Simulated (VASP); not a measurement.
# SiO2 (P4_2/mnm) in VASP: notebook, part 2 of 2

VASP 6.6.1. The steps go on from the part before.

## 4. Single point, PBE

This run uses another cell than the first one, of the same volume but with other edges.

Contents of INCAR:

```
SYSTEM = SiO2
ALGO = Normal
EDIFF = 1E-6
ENCUT = 520
GGA = PE
ISIF = 2
ISMEAR = 0
LASPH = .TRUE.
LCHARG = .FALSE.
LREAL = .FALSE.
LWAVE = .FALSE.
NBANDS = 25
NELM = 60
PREC = Accurate
SIGMA = 0.05
```

Contents of KPOINTS:

```
k-points
0
G
  6 6 8
  0 0 0
```

Contents of POSCAR:

```
SiO2
1.0
    4.1723000000      0.0000000000      0.0000000000
    0.0000000000      4.1723000000      0.0000000000
    0.0000000000      0.0000000000      2.6091000000
Si O
2 4
Direct
    0.5000000000      0.5000000000      0.5000000000
    0.0000000000      0.0000000000      0.0000000000
    0.6930127928      0.6930127928      0.0000000000
    0.1930127928      0.8069872072      0.5000000000
    0.3069872072      0.3069872072      0.0000000000
    0.8069872072      0.1930127928      0.5000000000
```

Potentials or basis: VASP PAW PBE potentials, release 64 (Si, O).

On the command line:

```bash
$ cat potpaw_PBE.64/Si/POTCAR potpaw_PBE.64/O/POTCAR > POTCAR
$ mpirun -np 1 vasp_std > vasp.out
```

OUTCAR:

```text
SYSTEM = SiO2
   EDIFF = 1E-6
   ENCUT = 520
   GGA = PE
   ISIF = 2
   ISMEAR = 0
   LASPH = .TRUE.
   LREAL = .FALSE.
   NELM = 60
   PREC = Accurate

 ion  position               nearest neighbor table
   1  0.500  0.500  0.500-   3 1.73   5 1.73   3 1.73   5 1.73   4 1.81   6 1.81
   2  0.000  0.000  0.000-   4 1.73   6 1.73   4 1.73   6 1.73   5 1.81   3 1.81
   3  0.693  0.693  0.000-   1 1.73   1 1.73   2 1.81
   4  0.193  0.807  0.500-   2 1.73   2 1.73   1 1.81
   5  0.307  0.307  0.000-   1 1.73   1 1.73   2 1.81
   6  0.807  0.193  0.500-   2 1.73   2 1.73   1 1.81

  LATTYP: Found a simple tetragonal cell.
 ALAT       =     4.1723000000
 C/A-ratio  =     0.6253385423

  Lattice vectors:

 A1 = (   4.1723000000,   0.0000000000,   0.0000000000)
 A2 = (   0.0000000000,   4.1723000000,   0.0000000000)
 A3 = (   0.0000000000,   0.0000000000,   2.6091000000)

Analysis of symmetry for initial positions (statically):
=====================================================================
 Subroutine PRICEL returns:
 Original cell was already a primitive cell.

 Routine SETGRP: Setting up the symmetry group for a
 simple tetragonal supercell.

 Subroutine GETGRP returns: Found 16 space group operations
 (whereof  8 operations were pure point group operations)
 out of a pool of 16 trial point group operations.

The static configuration has the point symmetry D_2h.
 The point group associated with its full space group is D_4h.

Analysis of symmetry for dynamics (positions and initial velocities):
=====================================================================
 Subroutine PRICEL returns:
 Original cell was already a primitive cell.

 Routine SETGRP: Setting up the symmetry group for a
 simple tetragonal supercell.

 Subroutine GETGRP returns: Found 16 space group operations
[... 126 lines left out ...]
   EFERMI =   0.00;   METHOD = LEGACY
   ISMEAR =     0;   SIGMA  =   0.05  broadening in eV -4-tet -1-fermi 0-gaus
   EFERMI_NEDOS =   21; number of points for ismear=-14 and -15
   IALGO  =     38    algorithm
   IMIX   =      4    mixing-type and parameters
     AMIX     =   0.40;   BMIX     =  1.00
     AMIX_MAG =   1.60;   BMIX_MAG =  1.00
  volume/ion in A,a.u.               =       7.57        51.08
  Fermi-wavevector in a.u.,A,eV,Ry     =   1.456725  2.752811 28.872211  2.122048
  Thomas-Fermi vector in A             =   2.573610
   LORBIT       =      0    0 simple, 1 ext, 2 COOP (PROOUT), +10 PAW based schemes
   GGA     = PE    functional components
   LHFCALC =     F    Hartree Fock is set to
   AEXX    =    0.0000 exact exchange contribution
   IVDW    =     0    specifies the selected vdW correction
   LEPSILON=     F    determine dielectric tensor
   LRPA    =     F    only Hartree local field effects (RPA)
 non-spin polarized calculation
 Gauss-broadening in eV      SIGMA  =   0.05
  energy-cutoff  :      520.00
  volume of cell :       45.42
 maximum number of plane-waves:      1250
 NGX is ok and might be reduce to    32

 number of electron      32.0000002 magnetization

 Free energy of the ion-electron system (eV)
  ---------------------------------------------------
  ext. energy  EPLUGINS =         0.00000000
  ---------------------------------------------------
  free energy    TOTEN  =       -46.10327805 eV

  energy without entropy =      -46.10327805  energy(sigma->0) =      -46.10327805

 E-fermi :   8.8291     XC(G=0): -12.3896

 val. band max:        8.5380262519   @ k =   0.0000   0.0000   0.0000
 cond. band min:      14.7180822786   @ k =   0.0000   0.0000   0.0000
 fundamental gap:      6.1800560267
 Fermi energy:         8.8290802765

 k-point     1 :       0.0000    0.0000    0.0000
  band No.  band energies     occupation
      1     -14.3176      2.00000
      2     -10.5787      2.00000
      3     -10.5787      2.00000
      4     -10.4403      2.00000
      5      -2.4153      2.00000
      6       1.8953      2.00000
[... 661 lines left out ...]
     24      21.8349      0.00000
     25      22.5545      0.00000

 [... further k-points ...]
[... 5 lines left out ...]
  --------------------------------------------------------------------------------------
  -------------------------------------------------------------------------------------
  Total        4.8949724      4.8949724      8.8325868      0.0000000      0.0000000      0.0000000
  in kB      172.6708578    172.6708578    311.5707743      0.0000000      0.0000000      0.0000000
  external PRESSURE =     218.9708300 kB  Pullay stress =       0.0000000 kB

 VOLUME and BASIS-vectors are now :
 -----------------------------------------------------------------------------
  energy-cutoff  :      520.00
  volume of cell :       45.42
      direct lattice vectors                 reciprocal lattice vectors
     4.172300000  0.000000000  0.000000000     0.239675958  0.000000000  0.000000000
     0.000000000  4.172300000  0.000000000     0.000000000  0.239675958  0.000000000
     0.000000000  0.000000000  2.609100000     0.000000000  0.000000000  0.383273926

 POSITION                                       TOTAL-FORCE (eV/Angst)
 -----------------------------------------------------------------------------------
      2.08615      2.08615      1.30455        -0.000000     -0.000000     -0.000000
      0.00000      0.00000      0.00000        -0.000000     -0.000000     -0.000000
      2.89146      2.89146      0.00000         0.289934      0.289934     -0.000000
      0.80531      3.36699      1.30455         0.289934     -0.289934      0.000000
      1.28084      1.28084      0.00000        -0.289934     -0.289934      0.000000
      3.36699      0.80531      1.30455        -0.289934      0.289934     -0.000000
 -----------------------------------------------------------------------------------
    total drift:                                0.000000      0.000000     -0.000000

  FREE ENERGIE OF THE ION-ELECTRON SYSTEM (eV)
  ---------------------------------------------------
  free  energy   TOTEN  =       -46.1032780465 eV

  energy  without entropy=      -46.1032780465  energy(sigma->0) =      -46.10327805
```

OSZICAR:

```text
N       E                     dE             d eps       ncg     rms          rms(c)
DAV:   1     0.137326058109E+03    0.13733E+03   -0.17744E+04  2516   0.124E+03
DAV:   2    -0.437893084875E+02   -0.18112E+03   -0.17369E+03  3144   0.281E+02
DAV:   3    -0.507716377113E+02   -0.69823E+01   -0.69530E+01  3372   0.526E+01
DAV:   4    -0.508157394350E+02   -0.44102E-01   -0.44090E-01  2815   0.487E+00
DAV:   5    -0.508160782264E+02   -0.33879E-03   -0.33874E-03  3371   0.404E-01    0.183E+01
DAV:   6    -0.460524963611E+02    0.47636E+01   -0.13208E+01  3176   0.246E+01    0.851E+00
DAV:   7    -0.460829905397E+02   -0.30494E-01   -0.81803E-01  3139   0.535E+00    0.304E+00
DAV:   8    -0.460967985400E+02   -0.13808E-01   -0.27094E-02  3080   0.143E+00    0.110E+00
DAV:   9    -0.461030898046E+02   -0.62913E-02   -0.97655E-03  3177   0.831E-01    0.267E-01
DAV:  10    -0.461032845746E+02   -0.19477E-03   -0.39951E-04  3226   0.148E-01    0.403E-02
DAV:  11    -0.461032764297E+02    0.81449E-05   -0.60875E-05  3131   0.574E-02    0.122E-02
DAV:  12    -0.461032778662E+02   -0.14365E-05   -0.47754E-06  3197   0.166E-02    0.319E-03
DAV:  13    -0.461032780465E+02   -0.18026E-06   -0.61930E-07  2076   0.577E-03
   1 F= -.46103278E+02 E0= -.46103278E+02  d E =-.188340E-18
```

stdout:

```text
POSCAR found type information on POSCAR SiO
 POSCAR found :  2 types and       6 ions
 scaLAPACK will be used
 LDA part: xc-table for (Slater+PW92), standard interpolation
 POSCAR, INCAR and KPOINTS ok, starting setup
 FFT: planning ... GRIDC
 FFT: planning ... GRID_SOFT
 FFT: planning ... GRID
 WAVECAR not read
 entering main loop
```

Run time: 26 s. Hardware: 1 thread of Intel Xeon Platinum 8488C (Sapphire Rapids), shared host; peak memory 0.17 GiB.

What came out:

- Free energy: -46.1033 eV
- Pressure: 21.9 GPa
- Largest force: 0.410 eV/Å
- Band gap on the k mesh: 6.18 eV, direct

Forces in eV/Å, atoms in the order of the input:
```
Si   0.000  0.000  0.000
Si   0.000  0.000  0.000
O    0.290  0.290  0.000
O    0.290 -0.290  0.000
O   -0.290 -0.290  0.000
O   -0.290  0.290  0.000
```

Stress tensor (GPa, compression positive):
```
17.27  0.00  0.00
 0.00 17.27  0.00
 0.00  0.00 31.16
```

Levels at points of the mesh, in eV from the valence-band top:
| k point | band 13 | band 14 | band 15 | band 16 | band 17 | band 18 | band 19 | band 20 |
| --- | --- | --- | --- | --- | --- | --- | --- | --- |
| (0.00, 0.00, 0.00) | -2.48 | -0.90 | -0.90 | 0.00 | 6.18 | 7.12 | 9.05 | 9.05 |
| (0.50, 0.00, 0.00) | -2.67 | -2.67 | -1.12 | -1.12 | 8.28 | 8.28 | 9.58 | 9.58 |
| (0.50, 0.50, 0.00) | -2.62 | -2.62 | -2.41 | -2.41 | 7.91 | 7.91 | 10.54 | 10.54 |
| (0.00, 0.00, 0.50) | -3.10 | -3.10 | -2.78 | -2.78 | 9.44 | 9.44 | 12.79 | 12.79 |
| (0.50, 0.00, 0.50) | -2.37 | -2.37 | -1.81 | -1.81 | 9.08 | 9.08 | 9.98 | 9.98 |
| (0.50, 0.50, 0.50) | -1.88 | -1.88 | -1.60 | -1.60 | 7.52 | 7.52 | 11.11 | 11.11 |

## 5. Single point, PBE

This run uses another cell than the first one, of 9.05 Å³/atom, 1.196 times its volume.

Contents of INCAR:

```
SYSTEM = SiO2
  PREC = Accurate
  ENCUT = 520
  EDIFF = 1E-6
  ISMEAR = 0
  SIGMA = 0.05
  LREAL = .False.
  LASPH = .True.
  NELM = 60
  ALGO = Normal
  ISIF = 2
  LWAVE = .False.
  LCHARG = .True.
  GGA = PE
  LELF = .True.
  LVHAR = .True.
  NBANDS = 25
```

Contents of KPOINTS:

```
regular mesh
0
Gamma
  6 6 8
  0 0 0
```

Edit POSCAR of step 4 so:

```diff
@@ -2,5 +2,5 @@
 1.0
-    4.1723000000      0.0000000000      0.0000000000
-    0.0000000000      4.1723000000      0.0000000000
-    0.0000000000      0.0000000000      2.6091000000
+    4.3630000000      0.0000000000      0.0000000000
+    0.0000000000      4.3630000000      0.0000000000
+    0.0000000000      0.0000000000      2.8512000000
 Si O
```

Potentials or basis: VASP PAW PBE potentials, release 64 (Si, O).

On the command line:

```bash
$ cat potpaw_PBE.64/Si/POTCAR potpaw_PBE.64/O/POTCAR > POTCAR
$ mpirun -np 1 vasp_std > vasp.out
```

OUTCAR:

```text
SYSTEM = SiO2
   PREC = Accurate
   ENCUT = 520
   EDIFF = 1E-6
   ISMEAR = 0
   LREAL = .False.
   LASPH = .True.
   NELM = 60
   ISIF = 2
   GGA = PE

 ion  position               nearest neighbor table
   1  0.500  0.500  0.500-   3 1.86   5 1.86   3 1.86   5 1.86   4 1.89   6 1.89
   2  0.000  0.000  0.000-   4 1.86   6 1.86   4 1.86   6 1.86   5 1.89   3 1.89
   3  0.693  0.693  0.000-   1 1.86   1 1.86   2 1.89
   4  0.193  0.807  0.500-   2 1.86   2 1.86   1 1.89
   5  0.307  0.307  0.000-   1 1.86   1 1.86   2 1.89
   6  0.807  0.193  0.500-   2 1.86   2 1.86   1 1.89

  LATTYP: Found a simple tetragonal cell.
 ALAT       =     4.3630000000
 C/A-ratio  =     0.6534953014

  Lattice vectors:

 A1 = (   4.3630000000,   0.0000000000,   0.0000000000)
 A2 = (   0.0000000000,   4.3630000000,   0.0000000000)
 A3 = (   0.0000000000,   0.0000000000,   2.8512000000)

Analysis of symmetry for initial positions (statically):
=====================================================================
 Subroutine PRICEL returns:
 Original cell was already a primitive cell.

 Routine SETGRP: Setting up the symmetry group for a
 simple tetragonal supercell.

[... 173 lines left out ...]

  energy without entropy =      -45.69571746  energy(sigma->0) =      -45.69571746

 E-fermi :   6.5950     XC(G=0): -11.5029

 val. band max:        6.2805434918   @ k =   0.0000   0.0000   0.0000
 cond. band min:       9.2929418220   @ k =   0.0000   0.0000   0.0000
 fundamental gap:      3.0123983302
 Fermi energy:         6.5949571320

 k-point     1 :       0.0000    0.0000    0.0000
  band No.  band energies     occupation
      1     -14.7806      2.00000
      2     -11.8335      2.00000
      3     -11.8335      2.00000
      4     -11.6570      2.00000
      5      -3.6814      2.00000
      6       0.7732      2.00000
[... 661 lines left out ...]
     24      18.1239      0.00000
     25      19.1602      0.00000

 [... further k-points ...]
[... 5 lines left out ...]
  --------------------------------------------------------------------------------------
  -------------------------------------------------------------------------------------
  Total       -7.7325195     -7.7325195    -13.0224816     -0.0000000      0.0000000      0.0000000
  in kB     -228.2619376   -228.2619376   -384.4202238     -0.0000000      0.0000000      0.0000000
  external PRESSURE =    -280.3146996 kB  Pullay stress =       0.0000000 kB

 VOLUME and BASIS-vectors are now :
 -----------------------------------------------------------------------------
  energy-cutoff  :      520.00
  volume of cell :       54.27
      direct lattice vectors                 reciprocal lattice vectors
     4.363000000  0.000000000  0.000000000     0.229200092  0.000000000  0.000000000
     0.000000000  4.363000000  0.000000000     0.000000000  0.229200092  0.000000000
     0.000000000  0.000000000  2.851200000     0.000000000  0.000000000  0.350729517

 POSITION                                       TOTAL-FORCE (eV/Angst)
 -----------------------------------------------------------------------------------
      2.18150      2.18150      1.42560         0.000000      0.000000      0.000000
      0.00000      0.00000      0.00000         0.000000      0.000000      0.000000
      3.02361      3.02361      0.00000        -0.275290     -0.275290     -0.000000
      0.84211      3.52089      1.42560        -0.275290      0.275290      0.000000
      1.33939      1.33939      0.00000         0.275290      0.275290      0.000000
      3.52089      0.84211      1.42560         0.275290     -0.275290     -0.000000
 -----------------------------------------------------------------------------------
    total drift:                                0.000000      0.000000     -0.000000

  FREE ENERGIE OF THE ION-ELECTRON SYSTEM (eV)
  ---------------------------------------------------
  free  energy   TOTEN  =       -45.6957174615 eV

  energy  without entropy=      -45.6957174615  energy(sigma->0) =      -45.69571746
```

OSZICAR:

```text
N       E                     dE             d eps       ncg     rms          rms(c)
DAV:   1     0.138826158738E+03    0.13883E+03   -0.17092E+04  2508   0.121E+03
DAV:   2    -0.424545681295E+02   -0.18128E+03   -0.17146E+03  3232   0.269E+02
DAV:   3    -0.501184023276E+02   -0.76638E+01   -0.76235E+01  3347   0.534E+01
DAV:   4    -0.501723652266E+02   -0.53963E-01   -0.53947E-01  2891   0.522E+00
DAV:   5    -0.501728470285E+02   -0.48180E-03   -0.48168E-03  3362   0.471E-01    0.151E+01
DAV:   6    -0.456432592572E+02    0.45296E+01   -0.13346E+01  3055   0.241E+01    0.650E+00
DAV:   7    -0.456835873340E+02   -0.40328E-01   -0.59200E-01  2983   0.454E+00    0.268E+00
DAV:   8    -0.456893816942E+02   -0.57944E-02   -0.30147E-02  3227   0.143E+00    0.104E+00
DAV:   9    -0.456954999639E+02   -0.61183E-02   -0.11067E-02  3220   0.861E-01    0.258E-01
DAV:  10    -0.456957703176E+02   -0.27035E-03   -0.12210E-03  3103   0.226E-01    0.630E-02
DAV:  11    -0.456957155121E+02    0.54806E-04   -0.18727E-04  3242   0.954E-02    0.161E-02
DAV:  12    -0.456957174281E+02   -0.19161E-05   -0.95311E-06  3059   0.214E-02    0.442E-03
DAV:  13    -0.456957174615E+02   -0.33387E-07   -0.32960E-07  2124   0.428E-03
   1 F= -.45695717E+02 E0= -.45695717E+02  d E =-.657608E-21
```

Run time: 40 s. Hardware: 1 thread of Intel Xeon 6975P-C (Granite Rapids), shared host; peak memory 0.18 GiB.

What came out:

| Quantity | Value |
| --- | --- |
| Free energy | -45.6957 eV |
| Pressure | -28.0 GPa |
| Largest force | 0.389 eV/Å |
| Band gap on the k mesh | 3.01 eV, direct |

Forces on the atoms (eV/Å):
```
Si   0.000  0.000  0.000
Si   0.000  0.000  0.000
O   -0.275 -0.275  0.000
O   -0.275  0.275  0.000
O    0.275  0.275  0.000
O    0.275 -0.275  0.000
```

A hybrid or GW would open this gap; PBE tends to underestimate it.

## 6. Overview

| cell | gap on the mesh (eV) | pressure (GPa) | largest force (eV/Å) |
| --- | --- | --- | --- |
| a = 4.236, b = 4.236, c = 2.528 Å, 6 atoms | 6.32 | 25.9 | 0.20 |
| a = 4.109, b = 4.109, c = 2.690 Å, 6 atoms | 5.99 | 19.5 | 0.61 |
| a = 4.172, b = 4.172, c = 2.609 Å, 6 atoms | 6.18 | 21.9 | 0.41 |
| a = 4.363, b = 4.363, c = 2.851 Å, 6 atoms | 3.01 | -28.0 | 0.39 |

Alike in all rows: task single point; level PBE; potentials or basis VASP PAW PBE potentials, release 64 (Si, O); no spin polarisation; k mesh 6 × 6 × 8; cutoff (eV) 520; smearing gaussian 0.05 eV.

Total energies depend on the potentials used, so only differences within one code and one set of settings carry meaning.
